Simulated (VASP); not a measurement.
# InSb (Pmmn) in VASP: a series of runs, part 2 of 2

VASP 6.6.1.

### Step 4. Single point, PBE (z stretched by +3 %, then relaxed in part)

The input, INCAR:

```
PREC = Accurate
ENCUT = 520
EDIFF = 1E-6
ISMEAR = -1
SIGMA = 0.05
LREAL = False
LASPH = True
NELM = 60
ALGO = Normal
ISIF = 2
LWAVE = False
LCHARG = True
GGA = PE
LELF = True
LVHAR = True
NBANDS = 26
```

The input, KPOINTS:

```
Automatic mesh
0
Gamma
  9 8 15
```

The input, POSCAR:

```
InSb
1.0
    5.3570000000      0.0000000000      0.0000000000
    0.0000000000      5.7120000000      0.0000000000
    0.0000000000      0.0000000000      3.1548900000
In Sb
2 2
Direct
    0.0000000000      0.0000000000      0.1324898615
    0.5000000000      0.5000000000     -0.1324898615
    0.5000000000      0.0000000000      0.6924038146
    0.0000000000      0.5000000000      0.3075961854
```

Potentials or basis: VASP PAW PBE potentials, release 64 (In_d, Sb).

On the command line:

```bash
$ cat potpaw_PBE.64/In_d/POTCAR potpaw_PBE.64/Sb/POTCAR > POTCAR
$ mpirun -np 1 vasp_std > vasp.out
```

OUTCAR:

```text
PREC = Accurate
   ENCUT = 520
   EDIFF = 1E-6
   ISMEAR = -1
   LREAL = False
   LASPH = True
   NELM = 60
   ISIF = 2
   GGA = PE

 ion  position               nearest neighbor table
   1  0.000  0.000  0.132-   4 2.91   4 2.91   3 3.02   3 3.02   3 3.21   3 3.21   4 3.86   4 3.86
                             2 4.00   2 4.00   2 4.00   2 4.00
   2  0.500  0.500  0.868-   3 2.91   3 2.91   4 3.02   4 3.02   4 3.21   4 3.21   3 3.86   3 3.86
                             1 4.00   1 4.00   1 4.00   1 4.00
   3  0.500  0.000  0.692-   2 2.91   2 2.91   1 3.02   1 3.02   1 3.21   1 3.21   2 3.86   2 3.86

   4  0.000  0.500  0.308-   1 2.91   1 2.91   2 3.02   2 3.02   2 3.21   2 3.21   1 3.86   1 3.86

  LATTYP: Found a simple orthorhombic cell.
 ALAT       =     3.1548900000
 B/A-ratio  =     1.6979989794
 C/A-ratio  =     1.8105227124

  Lattice vectors:

 A1 = (   0.0000000000,   0.0000000000,   3.1548900000)
 A2 = (   5.3570000000,   0.0000000000,   0.0000000000)
 A3 = (   0.0000000000,   5.7120000000,   0.0000000000)

Analysis of symmetry for initial positions (statically):
=====================================================================
[... 179 lines left out ...]

 val. band max:        9.2389241614   @ k =   0.4444   0.3750   0.2000
 cond. band min:       9.2566850182   @ k =   0.4444   0.5000   0.2000
 fundamental gap:      0.0177608568
 Fermi energy:         9.2521060326

 k-point     1 :       0.0000    0.0000    0.0000
  band No.  band energies     occupation
      1      -5.8753      2.00000
      2      -5.8705      2.00000
      3      -5.8153      2.00000
      4      -5.6292      2.00000
      5      -5.5960      2.00000
      6      -5.5046      2.00000
[... 685 lines left out ...]
     25      16.5825      0.00000
     26      16.5825      0.00000

 [... further k-points ...]

------------------------ aborting loop because EDIFF is reached ----------------------------------------

  FORCE on cell =-STRESS in cart. coord.  units (eV):
  Direction    XX          YY          ZZ          XY          YZ          ZX
  --------------------------------------------------------------------------------------
  -------------------------------------------------------------------------------------
  Total        6.0724966      6.5238685      6.1715596      0.0000000      0.0000000      0.0000000
  in kB      100.7821905    108.2733847    102.4262907      0.0000000      0.0000000      0.0000000
  external PRESSURE =     103.8272886 kB  Pullay stress =       0.0000000 kB

 VOLUME and BASIS-vectors are now :
 -----------------------------------------------------------------------------
  energy-cutoff  :      520.00
  volume of cell :       96.54
      direct lattice vectors                 reciprocal lattice vectors
     5.357000000  0.000000000  0.000000000     0.186671645  0.000000000  0.000000000
     0.000000000  5.712000000  0.000000000     0.000000000  0.175070028  0.000000000
     0.000000000  0.000000000  3.154890000     0.000000000  0.000000000  0.316968262

 POSITION                                       TOTAL-FORCE (eV/Angst)
 -----------------------------------------------------------------------------------
      0.00000      0.00000      0.41799         0.000000      0.000000     -0.004468
      2.67850      2.85600      2.73690         0.000000      0.000000      0.004468
      2.67850      0.00000      2.18446         0.000000      0.000000     -0.004508
      0.00000      2.85600      0.97043         0.000000      0.000000      0.004508
 -----------------------------------------------------------------------------------
    total drift:                               -0.000000      0.000000      0.000000

  FREE ENERGIE OF THE ION-ELECTRON SYSTEM (eV)
  ---------------------------------------------------
  free  energy   TOTEN  =       -12.9102949323 eV

  energy  without entropy=      -12.8977558020  energy(sigma->0) =      -12.90402537
```

OSZICAR:

```text
N       E                     dE             d eps       ncg     rms          rms(c)
DAV:   1     0.286922511091E+03    0.28692E+03   -0.15126E+04 10400   0.156E+03
DAV:   2     0.113550165385E+02   -0.27557E+03   -0.26882E+03 10672   0.374E+02
DAV:   3    -0.121587837947E+02   -0.23514E+02   -0.23088E+02 13104   0.123E+02
DAV:   4    -0.129804351962E+02   -0.82165E+00   -0.81704E+00 12322   0.235E+01
DAV:   5    -0.130229100352E+02   -0.42475E-01   -0.42468E-01 15900   0.509E+00    0.579E+00
DAV:   6    -0.129242119328E+02    0.98698E-01   -0.20136E-01 14400   0.677E+00    0.317E+00
DAV:   7    -0.129117759894E+02    0.12436E-01   -0.76935E-02 14824   0.300E+00    0.621E-01
DAV:   8    -0.129102207291E+02    0.15553E-02   -0.98979E-03 13698   0.124E+00    0.281E-01
DAV:   9    -0.129102986700E+02   -0.77941E-04   -0.77638E-04 14472   0.229E-01    0.710E-02
DAV:  10    -0.129102916524E+02    0.70175E-05   -0.35899E-05 15238   0.675E-02    0.227E-02
DAV:  11    -0.129102952070E+02   -0.35546E-05   -0.39853E-06  9436   0.176E-02    0.120E-02
DAV:  12    -0.129102949323E+02    0.27478E-06   -0.53312E-07  5914   0.835E-03
   1 F= -.12910295E+02 E0= -.12904025E+02  d E =-.125391E-01
```

It took 6.6 min on 1 thread of Oxide Virtual Turin-like, shared host; peak memory 0.49 GiB.

Results:

* Free energy: -12.9103 eV
* Pressure: 10.4 GPa
* Largest force: 0.005 eV/Å
* Band gap on the k mesh: zero (bands 18 and 19 overlap by 3.93 eV)

Forces on the atoms (eV/Å):
```
In   0.000  0.000 -0.004
In   0.000  0.000  0.004
Sb   0.000  0.000 -0.005
Sb   0.000  0.000  0.005
```

Levels at points of the mesh, in eV from the Fermi level:
| k point | band 16 | band 17 | band 18 | band 19 | band 20 | band 21 |
| --- | --- | --- | --- | --- | --- | --- |
| (0.00, 0.00, 0.00) | -2.62 | -2.53 | -2.13 | 2.93 | 3.09 | 4.10 |
| (0.00, 0.50, 0.00) | -4.29 | -0.17 | -0.17 | 3.25 | 3.25 | 4.24 |

Caveat: the cell differs from its parent crystal (z stretched by +3 %, then relaxed in part); the cell stands under pressure; spin-orbit coupling is left out, which moves the levels of the heavy elements.

### Step 5. Single point, PBE (24.37 Å³/atom)

This run uses another cell than the first one, of 24.37 Å³/atom.

The input, INCAR:

```
PREC = Accurate
ENCUT = 520
EDIFF = 1E-7
ISMEAR = -1
SIGMA = 0.05
LREAL = F
LASPH = T
NELM = 100
ALGO = Normal
ISIF = 2
LWAVE = F
LCHARG = T
GGA = PE
LELF = T
LVHAR = T
NBANDS = 26
```

The input, KPOINTS:

```
regular mesh
0
Gamma
  9 8 15
```

The input, POSCAR:

```
InSb
1.0
    5.4274949263      0.0000000000      0.0000000000
    0.0000000000      5.7871665146      0.0000000000
    0.0000000000      0.0000000000      3.1033072539
In Sb
2 2
Direct
    0.0000000000      0.0000000000      0.1722389182
    0.5000000000      0.5000000000     -0.1722389182
    0.5000000000      0.0000000000      0.7149606498
    0.0000000000      0.5000000000      0.2850393502
```

Potentials or basis: VASP PAW PBE potentials, release 64 (In_d, Sb).

On the command line:

```bash
$ cat potpaw_PBE.64/In_d/POTCAR potpaw_PBE.64/Sb/POTCAR > POTCAR
$ mpirun -np 1 vasp_std > vasp.out
```

OUTCAR:

```text
PREC = Accurate
   ENCUT = 520
   EDIFF = 1E-7
   ISMEAR = -1
   LREAL = F
   LASPH = T
   NELM = 100
   ISIF = 2
   GGA = PE

 ion  position               nearest neighbor table
   1  0.000  0.000  0.172-   4 2.91   4 2.91   3 3.06   3 3.06   3 3.19   3 3.19
   2  0.500  0.500  0.828-   3 2.91   3 2.91   4 3.06   4 3.06   4 3.19   4 3.19
   3  0.500  0.000  0.715-   2 2.91   2 2.91   1 3.06   1 3.06   1 3.19   1 3.19
   4  0.000  0.500  0.285-   1 2.91   1 2.91   2 3.06   2 3.06   2 3.19   2 3.19

  LATTYP: Found a simple orthorhombic cell.
[... 898 lines left out ...]
  --------------------------------------------------------------------------------------
  -------------------------------------------------------------------------------------
  Total        5.4330838      6.1973356      6.1437831      0.0000000      0.0000000      0.0000000
  in kB       89.3031554    101.8650997    100.9848627      0.0000000      0.0000000      0.0000000
  external PRESSURE =      97.3843726 kB  Pullay stress =       0.0000000 kB

 VOLUME and BASIS-vectors are now :
 -----------------------------------------------------------------------------
  energy-cutoff  :      520.00
  volume of cell :       97.47
      direct lattice vectors                 reciprocal lattice vectors
     5.427494926  0.000000000  0.000000000     0.184247063  0.000000000  0.000000000
     0.000000000  5.787166515  0.000000000     0.000000000  0.172796134  0.000000000
     0.000000000  0.000000000  3.103307254     0.000000000  0.000000000  0.322236865

 POSITION                                       TOTAL-FORCE (eV/Angst)
 -----------------------------------------------------------------------------------
      0.00000      0.00000      0.53451         0.000000      0.000000     -0.001781
      2.71375      2.89358      2.56880         0.000000      0.000000      0.001781
      2.71375      0.00000      2.21874         0.000000      0.000000      0.013996
      0.00000      2.89358      0.88456         0.000000      0.000000     -0.013996
 -----------------------------------------------------------------------------------
    total drift:                               -0.000000      0.000000      0.000000

  FREE ENERGIE OF THE ION-ELECTRON SYSTEM (eV)
  ---------------------------------------------------
  free  energy   TOTEN  =       -12.9660028824 eV

  energy  without entropy=      -12.9514316257  energy(sigma->0) =      -12.95871725
```

It took 8.7 min on 1 thread of Oxide Virtual Turin-like, shared host; peak memory 0.5 GiB.

Results:

```yaml
Free_energy: -12.9660 eV
Pressure: 9.7 GPa
Largest_force: 0.014 eV/Å
Band_gap_on_the_k_mesh: zero (bands 18 and 19 overlap by 3.64 eV)
```

Forces in eV/Å, atoms in the order of the input:
```
In   0.000  0.000 -0.002
In   0.000  0.000  0.002
Sb   0.000  0.000  0.014
Sb   0.000  0.000 -0.014
```

Levels at points of the mesh, in eV from the Fermi level:
| k point | band 15 | band 16 | band 17 | band 18 | band 19 | band 20 | band 21 | band 22 |
| --- | --- | --- | --- | --- | --- | --- | --- | --- |
| (0.00, 0.00, 0.00) | -5.40 | -2.89 | -2.64 | -2.24 | 3.01 | 3.25 | 4.82 | 6.29 |
| (0.00, 0.50, 0.00) | -4.31 | -4.31 | -0.33 | -0.33 | 3.52 | 3.52 | 4.15 | 4.15 |

Caveat: the cell stands under pressure; spin-orbit coupling is left out, which moves the levels of the heavy elements.

### Step 6. Summary

```csv
cell,gap on the mesh (eV),pressure (GPa),largest force (eV/Å)
"a = 5.357, b = 5.712, c = 3.063 Å, 4 atoms, atomic positions A",none,13.6,0.01
"a = 5.357, b = 5.712, c = 3.094 Å, 4 atoms, atomic positions B",none,12.5,0.01
"a = 5.357, b = 5.712, c = 3.155 Å, 4 atoms, atomic positions C",none,10.4,-
"a = 5.427, b = 5.787, c = 3.103 Å, 4 atoms, atomic positions A",none,9.7,0.01
```

Alike in all rows: task single point; level PBE; potentials or basis VASP PAW PBE potentials, release 64 (In_d, Sb); no spin polarisation; k mesh 9 × 8 × 15; cutoff (eV) 520; smearing fermi-dirac 0.05 eV.

Caveats: the cell stands under pressure; spin-orbit coupling is left out, which moves the levels of the heavy elements.

Total energies depend on the potentials used, so only differences within one code and one set of settings carry meaning.
